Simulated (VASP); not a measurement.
# Ba: single point with rpbe exchange, lyp correlation

The system is Ba.

```xyz
1
Lattice="0.0000 3.1890 3.1890 3.1890 0.0000 3.1890 3.1890 3.1890 0.0000" Properties=species:S:1:pos:R:3 pbc="T T T"
Ba    0.0000    0.0000    0.0000
```

This isn't the form of Ba at room conditions, which is bcc.

| Item | Value |
| --- | --- |
| Program | VASP 6.6.1 |
| Task | single point |
| Functional | rpbe exchange, lyp correlation |
| Potentials or basis | VASP PAW PBE potentials, release 64 (Ba_sv) |
| Cutoff | 500 eV |
| k mesh | 7 × 7 × 7 |
| Occupations | fermi-dirac, width 0.025 eV |
| Spin | no spin polarisation |

```yaml
Pressure: 1.1 GPa
Band_gap_on_the_k_mesh: zero (bands 5 and 6 overlap by 0.05 eV)
```

Levels at points of the mesh, in eV from the Fermi level:
```tsv
k point	band 3	band 4	band 5	band 6	band 7	band 8
(0.00, 0.00, 0.00)	-14.05	-14.05	-2.67	1.70	1.70	1.70
```

Wall time 25 s on 1 thread of Intel(R) Xeon(R) Platinum 8259CL CPU @ 2.50GHz (Skylake/Cascade Lake), with other jobs on the host, peak memory 0.19 GiB.

Caveat: the PAW data sets were made with another functional, which shifts forces and pressure a little; spin-orbit coupling is left out, which moves the levels of the heavy elements.
